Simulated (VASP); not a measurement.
# FeO (Wuestite) (Fm-3m) in VASP: settings compared, part 2 of 2

VASP 6.6.1. Earlier steps stand in the parts before.

### 4 Single point, PBE, collinear spin, ferromagnetic start

This run uses another cell than the first one, of 10.01 Å³/atom, 1.020 times its volume.

File INCAR:

```
PREC = Accurate
ENCUT = 600
EDIFF = 1E-6
ISMEAR = 0
SIGMA = 0.017
LREAL = F
LASPH = T
NELM = 200
ALGO = Normal
ISIF = 2
LWAVE = F
LCHARG = T
ISPIN = 2
MAGMOM = 3 0
LORBIT = 11
LMAXMIX = 4
GGA = PE
LELF = T
LVHAR = T
NBANDS = 22
GGA_COMPAT = F
```

File KPOINTS:

```
regular mesh
0
Gamma
  11 11 11
```

File POSCAR:

```
FeO
1.0
    0.0000000000      2.1554000000      2.1554000000
    2.1554000000      0.0000000000      2.1554000000
    2.1554000000      2.1554000000      0.0000000000
Fe O
1 1
Direct
    0.0000000000      0.0000000000      0.0000000000
    0.5000000000      0.5000000000      0.5000000000
```

Potentials or basis: VASP PAW PBE potentials, release 64 (Fe_sv, O).

Run with:

```
$ cat potpaw_PBE.64/Fe_sv/POTCAR potpaw_PBE.64/O/POTCAR > POTCAR
$ mpirun -np 1 vasp_std > vasp.out
```

OUTCAR:

```text
PREC = Accurate
   ENCUT = 600
   EDIFF = 1E-6
   ISMEAR = 0
   LREAL = F
   LASPH = T
   NELM = 200
   ISIF = 2
   ISPIN = 2
   LORBIT = 11
   GGA = PE

 ion  position               nearest neighbor table
   1  0.000  0.000  0.000-   2 2.16   2 2.16   2 2.16   2 2.16   2 2.16   2 2.16
   2  0.500  0.500  0.500-   1 2.16   1 2.16   1 2.16   1 2.16   1 2.16   1 2.16

  LATTYP: Found a face centered cubic cell.
 ALAT       =     4.3108000000

  Lattice vectors:

 A1 = (   0.0000000000,   2.1554000000,   2.1554000000)
 A2 = (   2.1554000000,   0.0000000000,   2.1554000000)
 A3 = (   2.1554000000,   2.1554000000,   0.0000000000)

Analysis of symmetry for initial positions (statically):
=====================================================================
 Subroutine PRICEL returns:
 Original cell was already a primitive cell.

 Routine SETGRP: Setting up the symmetry group for a
 face centered cubic supercell.

 Subroutine GETGRP returns: Found 48 space group operations
 (whereof 48 operations were pure point group operations)
 out of a pool of 48 trial point group operations.

[... 787 lines left out ...]
 spin component 2

 k-point     1 :       0.0000    0.0000    0.0000
  band No.  band energies     occupation
      1     -75.9413      1.00000
      2     -42.0567      1.00000
      3     -42.0567      1.00000
      4     -42.0567      1.00000
      5     -10.4483      1.00000
      6       6.4871      1.00000
[... 589 lines left out ...]
     21      36.8653      0.00000
     22      38.6054      0.00000

 [... further k-points ...]
[... 5 lines left out ...]
  --------------------------------------------------------------------------------------
  -------------------------------------------------------------------------------------
  Total       -0.3294894     -0.3294894     -0.3294894      0.0000000     -0.0000000      0.0000000
  in kB      -26.3595773    -26.3595773    -26.3595773      0.0000000     -0.0000000      0.0000000
  external PRESSURE =     -26.3595773 kB  Pullay stress =       0.0000000 kB

 VOLUME and BASIS-vectors are now :
 -----------------------------------------------------------------------------
  energy-cutoff  :      600.00
  volume of cell :       20.03
      direct lattice vectors                 reciprocal lattice vectors
     0.000000000  2.155400000  2.155400000    -0.231975503  0.231975503  0.231975503
     2.155400000  0.000000000  2.155400000     0.231975503 -0.231975503  0.231975503
     2.155400000  2.155400000  0.000000000     0.231975503  0.231975503 -0.231975503

 POSITION                                       TOTAL-FORCE (eV/Angst)
 -----------------------------------------------------------------------------------
      0.00000      0.00000      0.00000         0.000000      0.000000      0.000000
      2.15540      2.15540      2.15540        -0.000000     -0.000000     -0.000000
 -----------------------------------------------------------------------------------
    total drift:                                0.000000     -0.000000     -0.000000

  FREE ENERGIE OF THE ION-ELECTRON SYSTEM (eV)
  ---------------------------------------------------
  free  energy   TOTEN  =       -15.0329793568 eV

  energy  without entropy=      -15.0326254660  energy(sigma->0) =      -15.03280241

 total charge

# of ion       s       p       d       tot
------------------------------------------
    1        2.103   5.997   5.513  13.612
    2        1.552   3.441   0.000   4.993
--------------------------------------------------
tot          3.655   9.437   5.513  18.605

 magnetization (x)

# of ion       s       p       d       tot
------------------------------------------
    1        0.015   0.010   3.451   3.477
    2        0.030   0.266   0.000   0.296
--------------------------------------------------
tot          0.045   0.276   3.451   3.773
```

OSZICAR:

```text
N       E                     dE             d eps       ncg     rms          rms(c)
DAV:   1     0.306914525769E+03    0.30691E+03   -0.12927E+04  5126   0.144E+03
DAV:   2    -0.176388022661E+00   -0.30709E+03   -0.28981E+03  5132   0.470E+02
DAV:   3    -0.173402170825E+02   -0.17164E+02   -0.16988E+02  5900   0.127E+02
DAV:   4    -0.176139411865E+02   -0.27372E+00   -0.27366E+00  5522   0.176E+01
DAV:   5    -0.176209116816E+02   -0.69705E-02   -0.69703E-02  5960   0.290E+00    0.168E+01
DAV:   6    -0.155615962899E+02    0.20593E+01   -0.15948E+01  7892   0.560E+01    0.253E+01
DAV:   7    -0.150592228779E+02    0.50237E+00   -0.24027E+00  6920   0.309E+01    0.110E+01
DAV:   8    -0.150478146142E+02    0.11408E-01   -0.12142E-01  5706   0.315E+00    0.588E+00
DAV:   9    -0.150328369702E+02    0.14978E-01   -0.32560E-02  7344   0.258E+00    0.919E-01
DAV:  10    -0.150327057758E+02    0.13119E-03   -0.68388E-03  6476   0.126E+00    0.149E-01
DAV:  11    -0.150329318938E+02   -0.22612E-03   -0.72551E-04  6376   0.226E-01    0.711E-02
DAV:  12    -0.150329667619E+02   -0.34868E-04   -0.53455E-05  6080   0.745E-02    0.368E-02
DAV:  13    -0.150329799894E+02   -0.13228E-04   -0.24586E-05  5642   0.460E-02    0.119E-02
DAV:  14    -0.150329793568E+02    0.63255E-06   -0.97802E-07  4826   0.106E-02
   1 F= -.15032979E+02 E0= -.15032802E+02  d E =-.353891E-03  mag=     4.0003
```

stdout:

```text
POSCAR found type information on POSCAR FeO
 POSCAR found :  2 types and       2 ions
 scaLAPACK will be used
 LDA part: xc-table for (Slater+PW92), standard interpolation
 POSCAR, INCAR and KPOINTS ok, starting setup
 FFT: planning ... GRIDC
 FFT: planning ... GRID_SOFT
 FFT: planning ... GRID
 WAVECAR not read
 entering main loop
```

Wall time 18 s (1 thread of Intel Xeon 6975P-C (Granite Rapids), shared host); peak memory 0.18 GiB.

Results:

```yaml
Free_energy: -15.0330 eV
Pressure: -2.6 GPa
Band_gap_on_the_k_mesh: zero (filled and empty bands overlap)
Net_moment: 4.00 μB per cell
Site_moments: Fe +3.48; O +0.30 μB
Valence_electrons_inside_the_program's_atomic_spheres: Fe 13.61; O 4.99
```

Caveat: a cell with one magnetic atom can't hold antiferromagnetic order, which such compounds often take; semilocal functionals often make such compounds metallic where correlation or magnetic order opens a gap, which also shifts bond lengths.

### 5 Single point, PBE, collinear spin, ferromagnetic start

This run uses another cell than the first one, of 10.01 Å³/atom, 1.020 times its volume.

File INCAR:

```
SYSTEM = FeO
ALGO = Normal
EDIFF = 1E-6
ENCUT = 520
GGA = PE
ISIF = 2
ISMEAR = 0
ISPIN = 2
LASPH = .True.
LCHARG = .True.
LELF = .True.
LMAXMIX = 4
LORBIT = 11
LREAL = .False.
LVHAR = .True.
LWAVE = .False.
MAGMOM = 3 0
NBANDS = 18
NELM = 150
PREC = Accurate
SIGMA = 0.014
```

File KPOINTS:

```
k-points
0
Gamma
  11 11 11
  0 0 0
```

POSCAR is that of step 4.

Potentials or basis: VASP PAW PBE potentials, release 64 (Fe, O).

Run with:

```
$ cat potpaw_PBE.64/Fe/POTCAR potpaw_PBE.64/O/POTCAR > POTCAR
$ mpirun -np 1 vasp_std > vasp.out
```

Run time: 84 s. Hardware: 1 thread of AMD EPYC 7R43 (Zen 3), shared host; peak memory 0.13 GiB.

It converged, with:

```yaml
Free_energy: -14.9296 eV
Pressure: -0.2 GPa
Band_gap_on_the_k_mesh: zero (filled and empty bands overlap)
Net_moment: 4.00 μB per cell
Site_moments: Fe +3.62; O +0.30 μB
Valence_electrons_inside_the_program's_atomic_spheres: Fe 6.73; O 4.99
```

Levels at points of the mesh, in eV from the Fermi level:
Spin up:
| k point | band 6 | band 7 | band 8 | band 9 | band 10 | band 11 | band 12 | band 13 |
| --- | --- | --- | --- | --- | --- | --- | --- | --- |
| (0.00, 0.00, 0.00) | -3.80 | -3.80 | -3.68 | -3.68 | 0.09 | 15.47 | 17.03 | 17.03 |
Spin down:
```csv
k point,band 2,band 3,band 4,band 5,band 6,band 7,band 8,band 9
"(0.00, 0.00, 0.00)",-3.24,-3.24,-3.24,-0.74,-0.74,-0.74,0.19,0.19
```

Caveat: a cell with one magnetic atom can't hold antiferromagnetic order, which such compounds often take; semilocal functionals often make such compounds metallic where correlation or magnetic order opens a gap, which also shifts bond lengths.

### 6 Summary

```tsv
level	potentials or basis	cell	cutoff (eV)	smearing	second run	gap on the mesh (eV)	pressure (GPa)	moment (μB)
LDA	VASP PAW LDA potentials, release 64 (Fe, O)	a = 3.028 Å, angles 60.0°, 2 atoms	600	fermi-dirac 0.05 eV	-	none	-12.6	3.97
LDA	VASP PAW LDA potentials, release 64 (Fe, O)	a = 3.068 Å, angles 60.0°, 2 atoms	600	fermi-dirac 0.05 eV	-	none	-18.6	4.00
PBE	VASP PAW PBE potentials, release 64 (Fe_sv, O)	a = 3.048 Å, angles 60.0°, 2 atoms	600	gaussian 0.017 eV	valence_matched	none	-2.6	4.00
PBE	VASP PAW PBE potentials, release 64 (Fe, O)	a = 3.048 Å, angles 60.0°, 2 atoms	520	gaussian 0.014 eV	-	none	-0.2	4.00
```

Alike in all rows: task single point; spin collinear, ferromagnetic start; k mesh 11 × 11 × 11.

Caveats: a cell with one magnetic atom can't hold antiferromagnetic order, which such compounds often take; semilocal functionals often make such compounds metallic where correlation or magnetic order opens a gap, which also shifts bond lengths.

Total energies depend on the potentials used, so only differences within one code and one set of settings carry meaning.

### 7 Against experiment

Step 4. Measured gap of FeO: 2.4 eV (optical; quoted in “W\"ustite: Electric, thermodynamic and optical properties of FeO”, 2012, arxiv:1203.1201). This calculation gives 0.00 eV (-2.40 eV). So large a miss can be the level of theory's own, or it may mean another phase, state or a wrong row. The value is that of PBE on a finite k mesh, which can miss the band edges, without temperature or zero-point motion. Semilocal functionals fall short of measured gaps as a rule. The run's magnetic order (collinear spin, ferromagnetic start) needn't be the measured crystal's.

Step 5. Against the measured gap of FeO, 2.4 eV (optical; quoted in “W\"ustite: Electric, thermodynamic and optical properties of FeO”, 2012, arxiv:1203.1201), the calculated 0.00 eV is off by -2.40 eV. So large a miss can be the level of theory's own, or it may mean another phase, state or a wrong row. The value is that of PBE on a finite k mesh, which can miss the band edges, without temperature or zero-point motion. Semilocal functionals fall short of measured gaps as a rule. The run's magnetic order (collinear spin, ferromagnetic start) needn't be the measured crystal's.
